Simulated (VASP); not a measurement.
Set up this calculation in VASP 6.6.1, as the native input.

- Task: single point
- Functional: RPBE
- Potentials or basis: VASP PAW PBE potentials, release 64 (Ba_sv)
- Cutoff: 520 eV
- k mesh: 6 × 6 × 8
- Occupations: fermi-dirac, width 0.1 eV
- Spin: no spin polarisation
- Dipole correction: no
- Further INCAR settings: ALGO = Normal; EDIFF = 1e-06; NBANDS = 22

The structure of Ba lies in POSCAR:

```
Ba
1.0
    7.2011146381      0.0000000000      0.0000000000
   -3.6005573190      6.2363482122      0.0000000000
    0.0000000000      0.0000000000      4.2781835086
Ba
3
Direct
    1.0000000000      0.0000000000      1.0000000000
    0.3333333333      0.6666666667      0.5000000000
    0.6666666667      0.3333333333      0.5000000000
```

This isn't the form of Ba at room conditions, which is bcc.

One way to write it, as run:

INCAR

```
SYSTEM = Ba
PREC = Accurate
ENCUT = 520
EDIFF = 1E-6
ISMEAR = -1
SIGMA = 0.1
LREAL = .FALSE.
LASPH = .TRUE.
NELM = 80
ALGO = Normal
ISIF = 2
LWAVE = .FALSE.
LCHARG = .FALSE.
GGA = RP
NBANDS = 22
```

KPOINTS

```
Automatic mesh
0
G
  6 6 8
  0 0 0
```

Potentials or basis: VASP PAW PBE potentials, release 64 (Ba_sv).

Launch:

```sh
$ cat potpaw_PBE.64/Ba_sv/POTCAR > POTCAR
$ mpirun -np 1 vasp_std > vasp.out
```

Results of the run:

```yaml
Pressure: 0.7 GPa
Band_gap_on_the_k_mesh: zero (bands 15 and 16 overlap by 0.61 eV)
```

Caveat: the PAW data sets were made with another functional, which shifts forces and pressure a little; spin-orbit coupling is left out, which moves the levels of the heavy elements.

It took 58 s on 1 thread of AMD EPYC 9R45 96-Core Processor (Zen 5) (shared host), peak memory 0.32 GiB.
